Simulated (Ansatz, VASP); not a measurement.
**Cd4Se3S in VASP and in Ansatz**

```
Cd Se S
1.0
     4.33651    0.00000    0.00000
     0.00000    4.33651    0.00000
     0.00000    0.00000   12.23262
Cd Se S
4 3 1
Direct
  0.50000 0.00000 0.88435
  0.00000 0.50000 0.11565
  0.50000 0.00000 0.37166
  0.00000 0.50000 0.62834
  0.50000 0.50000 0.24357
  0.00000 0.00000 0.50000
  0.50000 0.50000 0.75643
  0.00000 0.00000 0.00000
```

Alike in both runs: task single point; functional PBEsol; k mesh 8 × 8 × 4; occupations gaussian, width 0.02 eV; no spin polarisation.

|  | VASP | Ansatz |
| --- | --- | --- |
| version | VASP 6.6.1 | Ansatz 0.2.0 |
| potentials or method | VASP PAW PBE potentials, release 64 (Cd, Se, S), cutoff 520 eV | scalar-relativistic, plane waves, PAW |
| valence electrons in the cell | 72 | 134 |

Ansatz gave:

| Quantity | Value |
| --- | --- |
| gap on the k mesh at the Fermi level (eV) | 0.47 |
| least direct gap on the mesh (eV) | 0.47 |
| pressure (GPa) | -2.6 |

Estimate VASP's values.

gap on the k mesh at the Fermi level (eV): 0.47; least direct gap on the mesh (eV): 0.47; pressure (GPa): -2.3.

VASP's potentials were made for PBE, not for PBEsol. VASP's potentials hold 72 valence electrons a cell and Ansatz's 134, so a difference there can come from the potentials and not from the codes.
